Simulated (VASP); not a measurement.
# LiSi2N2 (P-3m1) in VASP: relaxation of cell and atoms with PBE

Aim: the relaxation of cell and atoms of LiSi2N2 with PBE.

Everything below comes from runs of VASP 6.6.1. Logs are shortened: lines on timing, memory, paths and dates and some standing lists are left out, and cuts for length are marked.

### Step 1. The cell of the first run

It takes space group P-3m1 (No. 164, trigonal). Conventional cell: a = 2.898 Å, b = 2.898 Å, c = 9.114 Å, α = 90.00°, β = 90.00°, γ = 120.00°. Within 3.8 Å of Li (site symmetry -3m) lie 6 Si at 2.85 Å and 6 Li at 2.90 Å and 6 N at 3.36 Å. Si (site symmetry 3m) has 3 N at 1.78 Å within 2.4 Å. Within 2.4 Å of N (site symmetry 3m) lie 3 Si at 1.78 Å.

The cell was generated, and may not be a known phase.

### Step 2. Relaxation of cell and atoms, PBE

Contents of INCAR:

```
SYSTEM = LiSi2N2
PREC = Accurate ; ENCUT = 1330
EDIFF = 1E-7 ; ISMEAR = 0
SIGMA = 0.1 ; LREAL = .FALSE.
LASPH = .TRUE. ; NELM = 120
ALGO = Normal ; ISIF = 3
LWAVE = .FALSE. ; LCHARG = .FALSE.
GGA = PE ; IBRION = 2
NSW = 100 ; EDIFFG = -0.01
GGA_COMPAT = .FALSE. ; NELMIN = 4
```

Contents of KPOINTS:

```
Automatic mesh
0
G
  12 12 4
  0 0 0
```

Contents of POSCAR:

```
LiSi2N2
1.0
    2.8982136291      0.0000000000      0.0000000000
   -1.4491068145      2.5099266284      0.0000000000
    0.0000000000      0.0000000000      9.1137133872
Li Si N
1 2 2
Direct
    0.0000000000      0.0000000000      0.0000000000
    0.3333333333      0.6666666667      0.2532236369
    0.6666666667      0.3333333333      0.7467763631
    0.3333333333      0.6666666667      0.6801576131
    0.6666666667      0.3333333333      0.3198423869
```

Potentials or basis: VASP PAW PBE potentials, release 64 (Li_sv, Si, N_h).

On the command line:

```bash
> cat potpaw_PBE.64/Li_sv/POTCAR potpaw_PBE.64/Si/POTCAR potpaw_PBE.64/N_h/POTCAR > POTCAR
> mpirun -np 1 vasp_std > vasp.out
```

OUTCAR:

```text
SYSTEM = LiSi2N2
   PREC = Accurate
   ENCUT = 1330
   EDIFF = 1E-7
   ISMEAR = 0
   LREAL = .FALSE.
   LASPH = .TRUE.
   NELM = 120
   ISIF = 3
   GGA = PE
   IBRION = 2
   NSW = 100
   EDIFFG = -0.01
   NELMIN = 4

 ion  position               nearest neighbor table
   1  0.000  0.000  0.000-   2 2.85   3 2.85   2 2.85   3 2.85   3 2.85   2 2.85
   2  0.333  0.667  0.253-   5 1.78   5 1.78   5 1.78   1 2.85   1 2.85   1 2.85
   3  0.667  0.333  0.747-   4 1.78   4 1.78   4 1.78   1 2.85   1 2.85   1 2.85
   4  0.333  0.667  0.680-   3 1.78   3 1.78   3 1.78
   5  0.667  0.333  0.320-   2 1.78   2 1.78   2 1.78

  LATTYP: Found a hexagonal cell.
 ALAT       =     2.8982136291
 C/A-ratio  =     3.1445968288

  Lattice vectors:

 A1 = (   2.8982136291,   0.0000000000,   0.0000000000)
 A2 = (  -1.4491068145,   2.5099266284,   0.0000000000)
 A3 = (   0.0000000000,   0.0000000000,   9.1137133872)

Analysis of symmetry for initial positions (statically):
=====================================================================
 Subroutine PRICEL returns:
 Original cell was already a primitive cell.

 Routine SETGRP: Setting up the symmetry group for a
 hexagonal supercell.

 Subroutine GETGRP returns: Found 12 space group operations
 (whereof 12 operations were pure point group operations)
 out of a pool of 24 trial point group operations.

The static configuration has the point symmetry D_3d.

Analysis of symmetry for dynamics (positions and initial velocities):
=====================================================================
 Subroutine PRICEL returns:
 Original cell was already a primitive cell.

 Routine SETGRP: Setting up the symmetry group for a
 hexagonal supercell.

 Subroutine GETGRP returns: Found 12 space group operations
 (whereof 12 operations were pure point group operations)
 out of a pool of 24 trial point group operations.

The dynamic configuration has the point symmetry D_3d.

 Subroutine INISYM returns: Found 12 space group operations
 (whereof 12 operations are pure point group operations),
 and found     1 'primitive' translations

----------------------------------------------------------------------------------------

                                     Primitive cell

  volume of cell :      66.2959

  direct lattice vectors                    reciprocal lattice vectors
     2.898213629  0.000000000  0.000000000     0.345040127  0.199209010  0.000000000
    -1.449106814  2.509926628  0.000000000     0.000000000  0.398418021  0.000000000
     0.000000000  0.000000000  9.113713387     0.000000000  0.000000000  0.109724758

  length of vectors
     2.898213629  2.898213629  9.113713387     0.398418021  0.398418021  0.109724758

  position of ions in fractional coordinates (direct lattice)
     0.000000000  0.000000000  0.000000000
     0.333333333  0.666666667  0.253223637
     0.666666667  0.333333333  0.746776363
     0.333333333  0.666666667  0.680157613
     0.666666667  0.333333333  0.319842387

  ion indices of the primitive-cell ions
   primitive index   ion index
                 1           1
                 2           2
                 3           3
                 4           4
                 5           5

----------------------------------------------------------------------------------------

 KPOINTS: Automatic mesh

Automatic generation of k-mesh.
 Grid dimensions read from file:
 generate k-points for:   12   12    4

 Generating k-lattice:

  Cartesian coordinates                     Fractional coordinates (reciprocal lattice)
     0.028753344  0.016600751  0.000000000     0.083333333  0.000000000  0.000000000
     0.000000000  0.033201502  0.000000000     0.000000000  0.083333333  0.000000000
     0.000000000  0.000000000  0.027431190     0.000000000  0.000000000  0.250000000

  Length of vectors
     0.033201502  0.033201502  0.027431190

  Shift w.r.t. Gamma in fractional coordinates (k-lattice)
     0.000000000  0.000000000  0.000000000

 Subroutine IBZKPT returns following result:
 ===========================================

 Found     69 irreducible k-points:

 Following reciprocal coordinates:
            Coordinates               Weight
  0.000000  0.000000  0.000000      1.000000
  0.083333  0.000000  0.000000      6.000000
  0.166667  0.000000  0.000000      6.000000
  0.250000  0.000000  0.000000      6.000000
  0.333333  0.000000  0.000000      6.000000
  0.416667  0.000000  0.000000      6.000000
[... 16 lines left out ...]
  0.166667  0.000000  0.250000      6.000000
  0.000000  0.166667  0.250000      6.000000
 [... further k-points ...]
   k-points           NKPTS =     69   k-points in BZ     NKDIM =     69   number of bands    NBANDS=     14
   number of dos      NEDOS =    301   number of ions     NIONS =      5
   total plane-waves  NPLWV = 139968
   dimension x,y,z NGX =    36 NGY =   36 NGZ =  108
   dimension x,y,z NGXF=    72 NGYF=   72 NGZF=  216
   ions per type =               1   2   2
   NGX,Y,Z   is equivalent  to a cutoff of  20.65, 20.65, 19.70 a.u.
   NGXF,Y,Z  is equivalent  to a cutoff of  41.30, 41.30, 39.40 a.u.
 SYSTEM =  LiSi2N2
   PREC   = accura    normal or accurate (medium, high low for compatibility)
   ISTART =      0    job   : 0-new  1-cont  2-samecut
   ICHARG =      2    charge: 1-file 2-atom 10-const
   ISPIN  =      1    spin polarized calculation?
   LNONCOLLINEAR =      F non collinear calculations
   LSORBIT =      F    spin-orbit coupling
   LASPH  =      T    aspherical Exc in radial PAW
   ENCUT  = 1330.0 eV  97.75 Ry    9.89 a.u.   8.62  8.62 27.10*2*pi/ulx,y,z
   NELM   =    120;   NELMIN=  4; NELMDL= -5     # of ELM steps
   EDIFF  = 0.1E-06   stopping-criterion for ELM
   LREAL  =      F    real-space projection
   EDIFFG = -.1E-01   stopping-criterion for IOM
   NSW    =    100    number of steps for IOM
   IBRION =      2    ionic relax: 0-MD 1-quasi-New 2-CG
   NFREE  =      1    steps in history (QN), initial steepest desc. (CG)
   ISIF   =      3    stress and relaxation
   ISYM   =      2    0-nonsym 1-usesym 2-fastsym
   POTIM  = 0.5000    time-step for ionic-motion
   TEBEG  =    0.0;   TEEND  =   0.0 temperature during run
   PSTRESS=    0.0 pullay stress
   NELECT =      21.0000    total number of electrons
   NUPDOWN=      -1.0000    fix difference up-down
   EMIN   =  10.00;   EMAX   =-10.00  energy-range for DOS
   EFERMI =   0.00;   METHOD = LEGACY
   ISMEAR =     0;   SIGMA  =   0.10  broadening in eV -4-tet -1-fermi 0-gaus
   EFERMI_NEDOS =   21; number of points for ismear=-14 and -15
   IALGO  =     38    algorithm
   IMIX   =      4    mixing-type and parameters
     AMIX     =   0.40;   BMIX     =  1.00
     AMIX_MAG =   1.60;   BMIX_MAG =  1.00
  volume/ion in A,a.u.               =      13.26        89.48
  Fermi-wavevector in a.u.,A,eV,Ry     =   1.115970  2.108877 16.944532  1.245388
  Thomas-Fermi vector in A             =   2.252579
   LORBIT       =      0    0 simple, 1 ext, 2 COOP (PROOUT), +10 PAW based schemes
   GGA     = PE    functional components
   LHFCALC =     F    Hartree Fock is set to
   AEXX    =    0.0000 exact exchange contribution
   IVDW    =     0    specifies the selected vdW correction
   LEPSILON=     F    determine dielectric tensor
   LRPA    =     F    only Hartree local field effects (RPA)
 conjugate gradient relaxation of ions
 non-spin polarized calculation
 Gauss-broadening in eV      SIGMA  =   0.10
  energy-cutoff  :     1330.00
  volume of cell :       66.30
 maximum number of plane-waves:      7336
 NGX is ok and might be reduce to    36
   NGX = 17   NGY = 17   NGZ = 55

--------------------------------------- Ionic step        1  -------------------------------------------

 number of electron      21.0000001 magnetization

 Free energy of the ion-electron system (eV)
  ---------------------------------------------------
  ext. energy  EPLUGINS =         0.00000000
  ---------------------------------------------------
  free energy    TOTEN  =       -30.92713448 eV

  energy without entropy =      -30.91148349  energy(sigma->0) =      -30.91930898

------------------------ aborting loop because EDIFF is reached ----------------------------------------

  FORCE on cell =-STRESS in cart. coord.  units (eV):
  Direction    XX          YY          ZZ          XY          YZ          ZX
  --------------------------------------------------------------------------------------
  -------------------------------------------------------------------------------------
  Total       -0.0899384     -0.0899384      0.0611554     -0.0000000      0.0000000      0.0000000
  in kB       -2.1735471     -2.1735471      1.4779453     -0.0000000      0.0000000      0.0000000
  external PRESSURE =      -0.9563830 kB  Pullay stress =       0.0000000 kB
[... 98 lines left out ...]
  FREE ENERGIE OF THE ION-ELECTRON SYSTEM (eV)
  ---------------------------------------------------
  free  energy   TOTEN  =       -30.9272404023 eV

  energy  without entropy=      -30.9113762395  energy(sigma->0) =      -30.91930832

[... ionic steps 4 to 18 ...]

--------------------------------------- Ionic step       19  -------------------------------------------

 number of electron      21.0000001 magnetization

------------------------ aborting loop because EDIFF is reached ----------------------------------------
[... 73 lines left out ...]
--------------------------------------- Ionic step       21  -------------------------------------------

 number of electron      21.0000001 magnetization

 Free energy of the ion-electron system (eV)
  ---------------------------------------------------
  ext. energy  EPLUGINS =         0.00000000
  ---------------------------------------------------
  free energy    TOTEN  =       -30.92822171 eV

  energy without entropy =      -30.91242670  energy(sigma->0) =      -30.92032420

 E-fermi :   5.0009     XC(G=0):  -9.4315

 val. band max:        4.9929899828   @ k =  -0.1667   0.5000   0.2500
 cond. band min:       5.0166836684   @ k =   0.1667   0.0000   0.0000
 fundamental gap:      0.0236936855
 Fermi energy:         5.0008953492

 k-point     1 :       0.0000    0.0000    0.0000
  band No.  band energies     occupation
      1     -40.3929      2.00000
      2     -13.3963      2.00000
      3     -13.3526      2.00000
      4      -2.2706      2.00000
      5      -1.7149      2.00000
      6       1.4390      2.00000
      7       1.4390      2.00000
      8       1.4487      2.00000
      9       1.4487      2.00000
     10       2.9025      2.00000
     11       4.5832      2.00000
     12       8.5020      0.00000
     13      10.0295      0.00000
     14      12.5599      0.00000
[... 377 lines left out ...]
      1     -40.3871      2.00000
      2     -12.9676      2.00000
      3     -12.9272      2.00000
      4      -1.7873      2.00000
      5      -1.4762      2.00000
      6      -0.3252      2.00000
      7      -0.1982      2.00000
      8       1.0357      2.00000
      9       1.0503      2.00000
     10       3.5747      2.00000
     11       4.8158      1.99115
     12       9.4691      0.00000
     13      10.3881      0.00000
     14      10.9287      0.00000

 [... further k-points ...]

------------------------ aborting loop because EDIFF is reached ----------------------------------------

  FORCE on cell =-STRESS in cart. coord.  units (eV):
  Direction    XX          YY          ZZ          XY          YZ          ZX
  --------------------------------------------------------------------------------------
  -------------------------------------------------------------------------------------
  Total       -0.0316555     -0.0316555      0.0145489     -0.0000000      0.0000000      0.0000000
  in kB       -0.7520931     -0.7520931      0.3456621     -0.0000000      0.0000000      0.0000000
  external PRESSURE =      -0.3861747 kB  Pullay stress =       0.0000000 kB
[... 20 lines left out ...]
  FREE ENERGIE OF THE ION-ELECTRON SYSTEM (eV)
  ---------------------------------------------------
  free  energy   TOTEN  =       -30.9282217059 eV

  energy  without entropy=      -30.9124267012  energy(sigma->0) =      -30.92032420

 reached required accuracy - stopping structural energy minimisation
```

Run time: 37 min. Hardware: 1 thread of Intel Xeon Platinum 8488C (Sapphire Rapids), shared host; peak memory 0.59 GiB.

Results:

```yaml
Free_energy: -30.9282 eV
Relaxed_volume: 13.49 Å³/atom
Relaxed_cell: a = 2.896 Å, b = 2.896 Å, c = 9.285 Å, α = 90.00°, β = 90.00°, γ = 120.00°
Space_group_after_relaxing_to_0.1_Å: P-3m1 (No. 164)
Energy_gained_by_relaxing: 0.2 meV/atom
Ionic_steps: 21
Pressure_after_relaxing: 0.0 GPa
Largest_force_after_relaxing: 0.010 eV/Å
Band_gap_on_the_k_mesh: zero (an odd number of electrons rules out a gap without spin polarisation)
```

Forces in eV/Å, atoms in the order of the input:
```
Li   0.000  0.000  0.000
Si   0.000  0.000  0.010
Si   0.000  0.000 -0.010
N    0.000  0.000  0.008
N    0.000  0.000 -0.008
```

The path:
| step | energy change (eV) | largest force (eV/Å) | pressure (GPa) | volume (Å³) |
| --- | --- | --- | --- | --- |
| 1 | 0.0000 | 0.0164 | -0.10 | 66.30 |
| 2 | -0.0001 | 0.0085 | 0.11 | 66.22 |
| 3 | -0.0001 | 0.0090 | 0.09 | 66.22 |
| 4 | -0.0001 | 0.0179 | 0.02 | 66.28 |
| 5 | -0.0001 | 0.0204 | 0.00 | 66.29 |
| 6 | -0.0002 | 0.0188 | 0.00 | 66.32 |
| 7 | -0.0002 | 0.0140 | -0.01 | 66.43 |
| 8 | -0.0002 | 0.0224 | -0.03 | 66.64 |
| 9 | -0.0003 | 0.0131 | -0.02 | 66.53 |
| 10 | -0.0003 | 0.0140 | -0.01 | 66.55 |
| 11 | -0.0004 | 0.0167 | 0.03 | 66.61 |
| 12 | -0.0006 | 0.0221 | 0.11 | 66.73 |
| 13 | -0.0008 | 0.0331 | 0.26 | 66.95 |
| 14 | -0.0008 | 0.0320 | 0.26 | 66.96 |
| 15 | -0.0008 | 0.0289 | 0.23 | 66.99 |
| 16 | -0.0009 | 0.0226 | 0.19 | 67.05 |
| 17 | -0.0010 | 0.0101 | 0.10 | 67.16 |
| 18 | -0.0011 | 0.0143 | -0.08 | 67.39 |
| 19 | -0.0011 | 0.0101 | -0.05 | 67.35 |
| 20 | -0.0011 | 0.0100 | -0.05 | 67.37 |
| 21 | -0.0011 | 0.0099 | -0.04 | 67.44 |

Final structure:
```cif
data_structure
_symmetry_space_group_name_H-M 'P 1'
_symmetry_Int_Tables_number 1
_cell_length_a 2.8960
_cell_length_b 2.8960
_cell_length_c 9.2848
_cell_angle_alpha 90.000
_cell_angle_beta 90.000
_cell_angle_gamma 120.000
_cell_volume 67.44
loop_
_atom_site_label
_atom_site_type_symbol
_atom_site_fract_x
_atom_site_fract_y
_atom_site_fract_z
_atom_site_occupancy
Li1 Li 0.00000 0.00000 0.00000 1
Si1 Si 0.33333 0.66667 0.24873 1
Si2 Si 0.66667 0.33333 0.75127 1
N1 N 0.33333 0.66667 0.68565 1
N2 N 0.66667 0.33333 0.31435 1
```

Caveat: an odd number of electrons without spin polarisation forces a metal; a magnetic or distorted state may lie lower.

The gap in the log of VASP goes by the Fermi energy; the results here count the filled bands.